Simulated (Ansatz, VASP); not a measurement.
One calculation of In2O, two programs

```
O In
1.0
     0.00000    3.20627    3.20627
     3.20627    0.00000    3.20627
     3.20627    3.20627    0.00000
O In
1 2
Cartesian
  0.0000 0.0000 0.0000
  1.6031 1.6031 1.6031
  4.8094 4.8094 4.8094
```

Alike in both runs: task electric field gradients; functional PBE; k mesh 10 × 10 × 10; occupations fermi-dirac, width 0.03 eV; no spin polarisation.

|  | VASP | Ansatz |
| --- | --- | --- |
| version | VASP 6.6.1 | Ansatz 0.2.0 |
| potentials or method | VASP PAW PBE potentials, release 64 (O, In_d) | PAW with Ansatz's default frozen-core files, scalar-relativistic |
| plane-wave cutoff (eV) | 520 | 420 |
| valence electrons in the cell | 32 | 32 |

```tsv
	VASP	Ansatz	Ansatz less VASP
pressure (GPa)	0.0	0.0	+0.04
```
